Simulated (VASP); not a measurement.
The system is Ca3H2C.

```
Ca H C
1.0
     3.20275    0.00000    0.00000
     0.00000    3.20275    0.00000
     0.00000    0.00000    9.60826
Ca H C
3 2 1
Direct
  0.00000 0.00000 0.83333
  0.00000 0.00000 0.16667
  0.00000 0.00000 0.50000
  0.50000 0.50000 0.33333
  0.50000 0.50000 0.66667
  0.50000 0.50000 0.00000
```

| Property | Result |
| --- | --- |
| Program | VASP 6.6.1 |
| Task | relaxation of cell and atoms |
| Functional | PBE |
| Potentials or basis | VASP PAW PBE potentials, release 64 (Ca_sv, H, C) |
| Cutoff | 600 eV |
| k mesh | 6 × 6 × 2 |
| Occupations | gaussian, width 0.1 eV |
| Spin | no spin polarisation |

At the start: pressure -2.6 GPa; volume 16.43 Å³/atom.

Question: How do energy, volume and symmetry change on relaxing?

Answer: Over 17 steps the energy falls by 127.0 meV/atom and the volume is 16.76 Å³/atom (+2.0 %); space group P4/mmm (No. 123, to 0.1 Å) before and after.

The path:
| step | energy change (eV) | largest force (eV/Å) | pressure (GPa) | volume (Å³) |
| --- | --- | --- | --- | --- |
| 1 | 0.0000 | 1.7001 | -2.56 | 98.56 |
| 2 | -0.3006 | 1.2184 | -0.78 | 94.86 |
| 3 | -0.4338 | 0.4889 | 4.08 | 89.29 |
| 4 | -0.4529 | 0.4834 | 2.27 | 90.96 |
| 5 | -0.4540 | 0.4846 | 2.60 | 90.64 |
| 6 | -0.5497 | 0.4503 | 1.64 | 93.47 |
| 7 | -0.6150 | 0.4284 | 0.21 | 99.35 |
| 8 | -0.6592 | 0.3834 | -0.59 | 100.81 |
| 9 | -0.6931 | 0.2872 | -1.95 | 103.65 |
| 10 | -0.7182 | 0.2303 | -1.55 | 102.79 |
| 11 | -0.7485 | 0.0422 | -0.24 | 100.25 |
| 12 | -0.7488 | 0.0587 | -0.35 | 100.45 |
| 13 | -0.7557 | 0.0787 | -0.03 | 99.91 |
| 14 | -0.7579 | 0.1005 | 0.33 | 99.33 |
| 15 | -0.7579 | 0.0987 | 0.29 | 99.37 |
| 16 | -0.7595 | 0.0731 | 0.24 | 99.70 |
| 17 | -0.7619 | 0.0354 | 0.10 | 100.53 |

Final structure:
```
Ca H C
1.0
     3.16142    0.00000    0.00000
     0.00000    3.16142    0.00000
     0.00000    0.00000   10.05889
Ca H C
3 2 1
Direct
  0.00000 0.00000 0.86267
  0.00000 0.00000 0.13733
  0.00000 0.00000 0.50000
  0.50000 0.50000 0.37636
  0.50000 0.50000 0.62364
  0.50000 0.50000 0.00000
```
